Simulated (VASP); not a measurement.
Wanted: the native input for a VASP 6.6.1 run.

| Quantity | Value |
| --- | --- |
| Task | single point |
| Functional | LDA |
| Potentials or basis | VASP PAW LDA potentials, release 64 (Zr_sv, Sn_d) |
| Cutoff | 520 eV |
| k mesh | 7 × 7 × 7 |
| Occupations | fermi-dirac, width 0.1 eV |
| Spin | no spin polarisation |
| Dipole correction | no |
| Further INCAR settings | ALGO = Normal; EDIFF = 1e-06; NBANDS = 33 |

The structure of Zr3Sn lies in POSCAR:

```
Zr3Sn
1.0
   -2.1766513600      2.1766513600      4.7696445300
    2.1766513600     -2.1766513600      4.7696445300
    2.1766513600      2.1766513600     -4.7696445300
Zr Sn
3 1
Direct
    0.5000000000      0.5000000000      0.0000000000
    0.2499999995      0.7499999995      0.5000000000
    0.7499999995      0.2499999995      0.5000000000
    0.0000000000      0.0000000000      0.0000000000
```

The input as run:

INCAR

```
  PREC = Accurate
  ENCUT = 520
  EDIFF = 1E-6
  ISMEAR = -1
  SIGMA = 0.1
  LREAL = F
  LASPH = T
  NELM = 60
  ALGO = Normal
  ISIF = 2
  LWAVE = F
  LCHARG = T
  GGA = CA
  LELF = T
  LVHAR = T
  NBANDS = 33
```

KPOINTS

```
Automatic mesh
0
Gamma
  7 7 7
```

Potentials or basis: VASP PAW LDA potentials, release 64 (Zr_sv, Sn_d).

Command:

```console
$ cat potpaw_LDA.64/Zr_sv/POTCAR potpaw_LDA.64/Sn_d/POTCAR > POTCAR
$ mpirun -np 1 vasp_std > vasp.out
```

Results of the run:

```yaml
Pressure: -6.5 GPa
Band_gap_on_the_k_mesh: zero (band 25 reaches 9.74 eV, above the bottom of band 26 at 9.04 eV)
```

Caveat: spin-orbit coupling is left out, which moves the levels of the heavy elements.

Run time: 4 min on 1 thread of Oxide Virtual Turin-like Processor (shared host), peak memory 0.23 GiB.
